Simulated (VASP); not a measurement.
A run of VASP 6.6.1:

File INCAR:

```
PREC = Accurate ; ENCUT = 520
EDIFF = 1E-6 ; ISMEAR = 0
SIGMA = 0.1 ; LREAL = F
LASPH = T ; NELM = 60
ALGO = Normal ; ISIF = 2
LWAVE = F ; LCHARG = T
GGA = PE ; LELF = T
LVHAR = T ; NBANDS = 23
```

The input KPOINTS:

```
regular mesh
0
Gamma
  6 6 4
```

File POSCAR:

```
GeSb2O
1.0
    3.7069461400      0.0000000000      0.0000000000
   -1.8534730700      3.2103095300      0.0000000000
    0.0000000000      0.0000000000      7.1377298200
Ge Sb O
1 2 1
Direct
    0.0000000000      0.0000000000      0.5000000000
    0.0000000000      0.0000000000      0.7598101300
    0.0000000000      0.0000000000      0.2401898700
    0.0000000000      0.0000000000      0.0000000000
```

Potentials or basis: VASP PAW PBE potentials, release 64 (Ge_d, Sb, O).

The run is started by

```sh
$ cat potpaw_PBE.64/Ge_d/POTCAR potpaw_PBE.64/Sb/POTCAR potpaw_PBE.64/O/POTCAR > POTCAR
$ mpirun -np 1 vasp_std > vasp.out
```

Hardware: 1 thread of Intel(R) Xeon(R) Platinum 8259CL CPU @ 2.50GHz (Skylake/Cascade Lake), on a shared host.

Question: Estimate the wall time of this run.

Answer: Run time: 45 s on 1 thread of Intel(R) Xeon(R) Platinum 8259CL CPU @ 2.50GHz (Skylake/Cascade Lake) (shared host), peak memory 0.21 GiB. Counts: scf iterations 15, k points 21.
